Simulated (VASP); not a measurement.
# TaF3 (R-3m) in VASP: further runs

The runs below take TaF3 through single point, with PBEsol.

Everything below comes from runs of VASP 6.6.1. Logs are shortened: lines on timing, memory, paths and dates and some standing lists are left out, and cuts for length are marked.

### 1 The cell of the first run

Symmetry: R-3m, No. 166, trigonal system. The conventional cell has a = 5.652 Å, b = 5.652 Å, c = 6.438 Å, α = 90.00°, β = 90.00°, γ = 120.00°. Ta (site symmetry -3m) has 6 F at 1.95 Å within 2.6 Å. F (site symmetry 2/m) has 2 Ta at 1.95 Å and 4 F at 2.70 Å within 2.7 Å.

### 2 Single point, PBEsol

File INCAR:

```
SYSTEM = TaF3
PREC = Accurate ; ENCUT = 520
EDIFF = 1E-6 ; ISMEAR = 0
SIGMA = 0.15 ; LREAL = .False.
LASPH = .True. ; NELM = 80
ALGO = Normal ; ISIF = 2
LWAVE = .False. ; LCHARG = .False.
GGA = PS ; NBANDS = 24
```

File KPOINTS:

```
Automatic mesh
0
Gamma
  14 14 14
  0 0 0
```

File POSCAR:

```
TaF3
1.0
    3.9034647783     -0.0932568377     -0.0932568377
   -0.0932568377      3.9034647783     -0.0932568377
   -0.0932568377     -0.0932568377      3.9034647783
Ta F
1 3
Direct
    0.0000000000      0.0000000000      0.0000000000
    0.5000000000      0.0000000000      0.0000000000
    0.0000000000      0.5000000000      0.0000000000
    0.0000000000      0.0000000000      0.5000000000
```

Potentials or basis: VASP PAW PBE potentials, release 64 (Ta_pv, F).

Command:

```sh
$ cat potpaw_PBE.64/Ta_pv/POTCAR potpaw_PBE.64/F/POTCAR > POTCAR
$ mpirun -np 1 vasp_std > vasp.out
```

OUTCAR:

```text
SYSTEM = TaF3
   PREC = Accurate
   ENCUT = 520
   EDIFF = 1E-6
   ISMEAR = 0
   LREAL = .False.
   LASPH = .True.
   NELM = 80
   ISIF = 2
   GGA = PS

 ion  position               nearest neighbor table
   1  0.000  0.000  0.000-   4 1.95   4 1.95   2 1.95   3 1.95   3 1.95   2 1.95
   2  0.500  0.000  0.000-   1 1.95   1 1.95
   3  0.000  0.500  0.000-   1 1.95   1 1.95
   4  0.000  0.000  0.500-   1 1.95   1 1.95

  LATTYP: Found a trigonal (rhomboedric) cell.
 ALAT       =     3.9056921219
 COS(alpha) =    -0.0471569688

  Lattice vectors:

 A1 = (   3.9034647783,  -0.0932568377,  -0.0932568377)
 A2 = (  -0.0932568377,   3.9034647783,  -0.0932568377)
 A3 = (  -0.0932568377,  -0.0932568377,   3.9034647783)

Analysis of symmetry for initial positions (statically):
=====================================================================
 Subroutine PRICEL returns:
 Original cell was already a primitive cell.

 Routine SETGRP: Setting up the symmetry group for a
 trigonal (rhombohedral) supercell.

 Subroutine GETGRP returns: Found 12 space group operations
 (whereof 12 operations were pure point group operations)
 out of a pool of 12 trial point group operations.

The static configuration has the point symmetry D_3d.

Analysis of symmetry for dynamics (positions and initial velocities):
=====================================================================
 Subroutine PRICEL returns:
 Original cell was already a primitive cell.

 Routine SETGRP: Setting up the symmetry group for a
 trigonal (rhombohedral) supercell.

 Subroutine GETGRP returns: Found 12 space group operations
 (whereof 12 operations were pure point group operations)
 out of a pool of 12 trial point group operations.

The dynamic configuration has the point symmetry D_3d.

 Subroutine INISYM returns: Found 12 space group operations
 (whereof 12 operations are pure point group operations),
 and found     1 'primitive' translations

----------------------------------------------------------------------------------------

                                     Primitive cell

  volume of cell :      59.3738

  direct lattice vectors                    reciprocal lattice vectors
     3.903464778 -0.093256838 -0.093256838     0.256482614  0.006277546  0.006277546
    -0.093256838  3.903464778 -0.093256838     0.006277546  0.256482614  0.006277546
    -0.093256838 -0.093256838  3.903464778     0.006277546  0.006277546  0.256482614

  length of vectors
     3.905692122  3.905692122  3.905692122     0.256636214  0.256636214  0.256636214

  position of ions in fractional coordinates (direct lattice)
     0.000000000  0.000000000  0.000000000
     0.500000000  0.000000000  0.000000000
     0.000000000  0.500000000  0.000000000
     0.000000000  0.000000000  0.500000000

  ion indices of the primitive-cell ions
   primitive index   ion index
                 1           1
                 2           2
                 3           3
                 4           4

----------------------------------------------------------------------------------------

 KPOINTS: Automatic mesh

Automatic generation of k-mesh.
 Grid dimensions read from file:
 generate k-points for:   14   14   14

 Generating k-lattice:

  Cartesian coordinates                     Fractional coordinates (reciprocal lattice)
     0.018320187  0.000448396  0.000448396     0.071428571  0.000000000  0.000000000
     0.000448396  0.018320187  0.000448396     0.000000000  0.071428571  0.000000000
     0.000448396  0.000448396  0.018320187     0.000000000  0.000000000  0.071428571

  Length of vectors
     0.018331158  0.018331158  0.018331158

  Shift w.r.t. Gamma in fractional coordinates (k-lattice)
     0.000000000  0.000000000  0.000000000

 Subroutine IBZKPT returns following result:
 ===========================================

 Found    288 irreducible k-points:

 Following reciprocal coordinates:
            Coordinates               Weight
  0.000000  0.000000  0.000000      1.000000
  0.071429  0.000000  0.000000      6.000000
  0.142857 -0.000000 -0.000000      6.000000
  0.214286 -0.000000 -0.000000      6.000000
  0.285714  0.000000  0.000000      6.000000
  0.357143 -0.000000 -0.000000      6.000000
[... 16 lines left out ...]
  0.214286  0.142857 -0.000000     12.000000
  0.285714  0.142857  0.000000     12.000000
 [... further k-points ...]
   k-points           NKPTS =    288   k-points in BZ     NKDIM =    288   number of bands    NBANDS=     24
   number of dos      NEDOS =    301   number of ions     NIONS =      4
   total plane-waves  NPLWV =  27000
   dimension x,y,z NGX =    30 NGY =   30 NGZ =   30
   dimension x,y,z NGXF=    60 NGYF=   60 NGZF=   60
   ions per type =               1   3
   NGX,Y,Z   is equivalent  to a cutoff of  12.77, 12.77, 12.77 a.u.
   NGXF,Y,Z  is equivalent  to a cutoff of  25.54, 25.54, 25.54 a.u.
 SYSTEM =  TaF3
   PREC   = accura    normal or accurate (medium, high low for compatibility)
   ISTART =      0    job   : 0-new  1-cont  2-samecut
   ICHARG =      2    charge: 1-file 2-atom 10-const
   ISPIN  =      1    spin polarized calculation?
   LNONCOLLINEAR =      F non collinear calculations
   LSORBIT =      F    spin-orbit coupling
   LASPH  =      T    aspherical Exc in radial PAW
   ENCUT  =  520.0 eV  38.22 Ry    6.18 a.u.   7.26  7.26  7.26*2*pi/ulx,y,z
   NELM   =     80;   NELMIN=  2; NELMDL= -5     # of ELM steps
   EDIFF  = 0.1E-05   stopping-criterion for ELM
   LREAL  =      F    real-space projection
   EDIFFG = 0.1E-04   stopping-criterion for IOM
   NSW    =      0    number of steps for IOM
   IBRION =     -1    ionic relax: 0-MD 1-quasi-New 2-CG
   NFREE  =      0    steps in history (QN), initial steepest desc. (CG)
   ISIF   =      2    stress and relaxation
   ISYM   =      2    0-nonsym 1-usesym 2-fastsym
   POTIM  = 0.5000    time-step for ionic-motion
   TEBEG  =    0.0;   TEEND  =   0.0 temperature during run
   PSTRESS=    0.0 pullay stress
   NELECT =      32.0000    total number of electrons
   NUPDOWN=      -1.0000    fix difference up-down
   EMIN   =  10.00;   EMAX   =-10.00  energy-range for DOS
   EFERMI =   0.00;   METHOD = LEGACY
   ISMEAR =     0;   SIGMA  =   0.15  broadening in eV -4-tet -1-fermi 0-gaus
   EFERMI_NEDOS =   21; number of points for ismear=-14 and -15
   IALGO  =     38    algorithm
   IMIX   =      4    mixing-type and parameters
     AMIX     =   0.40;   BMIX     =  1.00
     AMIX_MAG =   1.60;   BMIX_MAG =  1.00
  volume/ion in A,a.u.               =      14.84       100.17
  Fermi-wavevector in a.u.,A,eV,Ry     =   1.332273  2.517631 24.149685  1.774952
  Thomas-Fermi vector in A             =   2.461221
   LORBIT       =      0    0 simple, 1 ext, 2 COOP (PROOUT), +10 PAW based schemes
   GGA     = PS    functional components
   LHFCALC =     F    Hartree Fock is set to
   AEXX    =    0.0000 exact exchange contribution
   IVDW    =     0    specifies the selected vdW correction
   LEPSILON=     F    determine dielectric tensor
   LRPA    =     F    only Hartree local field effects (RPA)
 non-spin polarized calculation
 Gauss-broadening in eV      SIGMA  =   0.15
  energy-cutoff  :      520.00
  volume of cell :       59.37
 maximum number of plane-waves:      1623
 NGX is ok and might be reduce to    30
   NGX = 15   NGY = 15   NGZ = 15

 number of electron      32.0000027 magnetization

 Free energy of the ion-electron system (eV)
  ---------------------------------------------------
  ext. energy  EPLUGINS =         0.00000000
  ---------------------------------------------------
  free energy    TOTEN  =       -27.45240720 eV

  energy without entropy =      -27.42570441  energy(sigma->0) =      -27.43905580

 E-fermi :   4.7554     XC(G=0):  -9.2231

 val. band max:        4.7542830197   @ k =  -0.2143   0.4286   0.2143
 cond. band min:       4.7566298360   @ k =   0.1429  -0.0000  -0.0000
 fundamental gap:      0.0023468162
 Fermi energy:         4.7553722696

 k-point     1 :       0.0000    0.0000    0.0000
  band No.  band energies     occupation
      1     -32.2814      2.00000
      2     -32.2814      2.00000
      3     -32.1620      2.00000
      4     -24.1309      2.00000
      5     -23.7783      2.00000
      6     -23.7783      2.00000
[... 16 lines left out ...]
     23      13.4529      0.00000
     24      13.6765      0.00000

 k-point     2 :       0.0714    0.0000    0.0000
  band No.  band energies     occupation
      1     -32.2957      2.00000
      2     -32.2812      2.00000
      3     -32.1672      2.00000
      4     -24.1096      2.00000
      5     -23.7780      2.00000
      6     -23.7404      2.00000
[... 16 lines left out ...]
     23      13.4874      0.00000
     24      13.6207      0.00000

 k-point     3 :       0.1429   -0.0000   -0.0000
  band No.  band energies     occupation
      1     -32.3400      2.00000
      2     -32.2803      2.00000
      3     -32.1763      2.00000
      4     -24.0692      2.00000
      5     -23.7769      2.00000
      6     -23.6146      2.00000
[... 16 lines left out ...]
     23      13.5845      0.00000
     24      13.7232      0.00000

 k-point     4 :       0.2143   -0.0000   -0.0000
  band No.  band energies     occupation
      1     -32.4090      2.00000
      2     -32.2792      2.00000
      3     -32.1821      2.00000
      4     -24.0391      2.00000
      5     -23.7758      2.00000
      6     -23.4015      2.00000
[... 16 lines left out ...]
     23      13.7279      0.00000
     24      13.9059      0.00000

 k-point     5 :       0.2857    0.0000    0.0000
  band No.  band energies     occupation
      1     -32.4865      2.00000
      2     -32.2779      2.00000
      3     -32.1846      2.00000
      4     -24.0217      2.00000
      5     -23.7743      2.00000
      6     -23.1431      2.00000
[... 451 lines left out ...]
 k-point    22 :       0.1429    0.1429   -0.0000
  band No.  band energies     occupation
      1     -32.3566      2.00000
      2     -32.3165      2.00000
      3     -32.1952      2.00000
      4     -23.9936      2.00000
      5     -23.6673      2.00000
      6     -23.5737      2.00000
[... 16 lines left out ...]
     23      12.0928      0.00000
     24      13.7445      0.00000

 k-point    23 :       0.2143    0.1429   -0.0000
  band No.  band energies     occupation
      1     -32.4132      2.00000
      2     -32.3262      2.00000
      3     -32.2025      2.00000
      4     -23.9610      2.00000
      5     -23.6343      2.00000
      6     -23.3946      2.00000
[... 16 lines left out ...]
     23      12.1664      0.00000
     24      13.8864      0.00000

 k-point    24 :       0.2857    0.1429    0.0000
  band No.  band energies     occupation
      1     -32.4880      2.00000
      2     -32.3271      2.00000
      3     -32.2055      2.00000
      4     -23.9442      2.00000
      5     -23.6276      2.00000
      6     -23.1408      2.00000
[... 16 lines left out ...]
     23      12.4131      0.00000
     24      14.0812      0.00000

 [... further k-points ...]
[... 5 lines left out ...]
  --------------------------------------------------------------------------------------
  -------------------------------------------------------------------------------------
  Total        7.4354874      7.4354874      7.4354874     -0.6037157     -0.6037157     -0.6037157
  in kB      200.6436306    200.6436306    200.6436306    -16.2910237    -16.2910237    -16.2910237
  external PRESSURE =     200.6436306 kB  Pullay stress =       0.0000000 kB

 VOLUME and BASIS-vectors are now :
 -----------------------------------------------------------------------------
  energy-cutoff  :      520.00
  volume of cell :       59.37
      direct lattice vectors                 reciprocal lattice vectors
     3.903464778 -0.093256838 -0.093256838     0.256482614  0.006277546  0.006277546
    -0.093256838  3.903464778 -0.093256838     0.006277546  0.256482614  0.006277546
    -0.093256838 -0.093256838  3.903464778     0.006277546  0.006277546  0.256482614

 POSITION                                       TOTAL-FORCE (eV/Angst)
 -----------------------------------------------------------------------------------
      0.00000      0.00000      0.00000         0.000000      0.000000      0.000000
      1.95173     -0.04663     -0.04663        -0.000000      0.000000      0.000000
     -0.04663      1.95173     -0.04663        -0.000000     -0.000000     -0.000000
     -0.04663     -0.04663      1.95173         0.000000     -0.000000     -0.000000
 -----------------------------------------------------------------------------------
    total drift:                                0.000000      0.000000      0.000000

  FREE ENERGIE OF THE ION-ELECTRON SYSTEM (eV)
  ---------------------------------------------------
  free  energy   TOTEN  =       -27.4524072002 eV

  energy  without entropy=      -27.4257044055  energy(sigma->0) =      -27.43905580
```

Run time: 5.1 min. Hardware: 1 thread of Intel Xeon 8259CL, shared host; peak memory 0.44 GiB.

Results:

```yaml
Free_energy: -27.4524 eV
Pressure: 20.1 GPa
Band_gap_on_the_k_mesh: zero (bands 16 and 17 overlap by 2.98 eV)
```

Caveat: the cell stands under pressure; the PAW data sets were made with another functional, which shifts forces and pressure a little; spin-orbit coupling is left out, which moves the levels of the heavy elements.

### 3 Single point, PBEsol

File INCAR:

```
ALGO     = Normal         # electronic algorithm
EDIFF    = 1E-6           # SCF threshold, eV
ENCUT    = 520            # plane-wave cutoff, eV
GGA      = PS             # functional
ISIF     = 2              # what is computed and relaxed
ISMEAR   = 0              # smearing method
LASPH    = T              # aspherical terms in the spheres
LCHARG   = F              # write CHGCAR
LREAL    = F              # projectors in reciprocal space
LWAVE    = F              # write WAVECAR
NBANDS   = 24             # bands
NELM     = 80             # most SCF steps
PREC     = Accurate       # precision mode
SIGMA    = 0.15           # smearing width, eV
```

File KPOINTS:

```
k-points
0
Gamma
  14 14 14
```

File POSCAR:

```
TaF3
1.0
    3.9037898046      0.1013971378      0.1013971378
    0.1013971378      3.9037898046      0.1013971378
    0.1013971378      0.1013971378      3.9037898046
Ta F
1 3
Direct
    0.0000000000      0.0000000000      0.0000000000
    0.5000000000      0.0000000000      0.0000000000
    0.0000000000      0.5000000000      0.0000000000
    0.0000000000      0.0000000000      0.5000000000
```

Potentials or basis: VASP PAW PBE potentials, release 64 (Ta_pv, F).

Command:

```sh
$ cat potpaw_PBE.64/Ta_pv/POTCAR potpaw_PBE.64/F/POTCAR > POTCAR
$ mpirun -np 1 vasp_std > vasp.out
```

It took 5.2 min on 1 thread of Intel Xeon 8259CL, shared host; peak memory 0.44 GiB.

Results (log left out):

```
Free energy            : -27.4590 eV
Pressure               : 19.9 GPa
Band gap on the k mesh : zero (bands 16 and 17 overlap by 2.99 eV)
```

Stress tensor (GPa, compression positive):
```
19.93  1.76  1.76
 1.76 19.93  1.76
 1.76  1.76 19.93
```

Levels at points of the mesh, in eV from the Fermi level:
| k point | band 13 | band 14 | band 15 | band 16 | band 17 | band 18 | band 19 | band 20 |
| --- | --- | --- | --- | --- | --- | --- | --- | --- |
| (0.00, 0.00, 0.00) | -8.97 | -8.97 | -8.94 | -1.43 | -1.24 | -1.24 | -0.27 | 2.57 |
| (0.50, 0.00, 0.00) | -9.26 | -9.21 | -8.95 | -1.19 | 0.34 | 0.40 | 2.31 | 2.46 |
| (0.50, 0.50, 0.00) | -9.52 | -9.50 | -8.44 | 0.43 | 0.52 | 1.50 | 3.27 | 4.96 |
| (0.50, 0.50, 0.50) | -8.43 | -8.43 | -8.43 | 1.75 | 1.75 | 1.85 | 3.75 | 7.46 |

Caveat: the cell stands under pressure; the PAW data sets were made with another functional, which shifts forces and pressure a little; spin-orbit coupling is left out, which moves the levels of the heavy elements.
